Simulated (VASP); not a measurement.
Runs of VASP 6.6.1 on CuO. The structure is that of space group Pm-3m (No. 221), or close to it. The cells are those of the table. 

```tsv
task	level	potentials or basis	spin	U	cell	k mesh	cutoff (eV)	smearing	second run	gap on the mesh (eV)	pressure (GPa)	relaxed volume (Å³/atom)
single point	PBE	VASP PAW PBE potentials, release 64 (Cu, O)	off	-	a = 2.612 Å, 2 atoms	10 × 10 × 10	520	fermi-dirac 0.05 eV	-	none	5.1	-
single point	PBE+U	VASP PAW PBE potentials, release 64 (Cu_sv_GW, O)	collinear, ferromagnetic start	Cu d U = 6.0 eV	a = 2.553 Å, 2 atoms	7 × 7 × 7	700	gaussian 0.05 eV	valence_matched	none	17.2	-
single point	PBE+U	VASP PAW PBE potentials, release 64 (Cu, O)	off	Cu d U = 2.0 eV	a = 2.642 Å, 2 atoms	10 × 10 × 10	520	fermi-dirac 0.05 eV	-	none	-2.2	-
relaxation of cell and atoms	PBEsol	VASP PAW PBE potentials, release 64 (Cu, O)	off	-	relaxed from a = 2.553 Å, 2 atoms	8 × 8 × 8	600	fermi-dirac 0.05 eV	-	none	0.1	(a)
single point	PBE	VASP PAW PBE potentials, release 64 (Cu, O)	off	-	a = 2.569 Å, 2 atoms	10 × 10 × 10	520	fermi-dirac 0.05 eV	-	none	16.0	-
single point	PBE	VASP PAW PBE potentials, release 64 (Cu, O)	off	-	a = 2.553 Å, 2 atoms	6 × 6 × 6	520	fermi-dirac 0.03 eV	-	none	21.3	-
relaxation of cell and atoms	PBE	VASP PAW PBE potentials, release 64 (Cu, O)	off	-	relaxed from a = 2.553 Å, 2 atoms	8 × 8 × 8	600	fermi-dirac 0.05 eV	-	none	0.0	(b)
```

Estimate the missing entries.

(a) 8.69; (b) 9.16.

Caveats: some runs use coarse meshes; an odd number of electrons without spin polarisation forces a metal (some runs); a magnetic or distorted state may lie lower (some runs); semilocal functionals often make such compounds metallic where correlation or magnetic order opens a gap, which also shifts bond lengths (some runs); a cell with one magnetic atom can't hold antiferromagnetic order, which such compounds often take (some runs); U without spin polarisation on a metal has little footing (some runs); the PAW data sets were made with another functional, which shifts forces and pressure a little (some runs).

A gap of «none» marks levels without a gap at the run's occupations.

The runs don't all hold the same shells in valence.
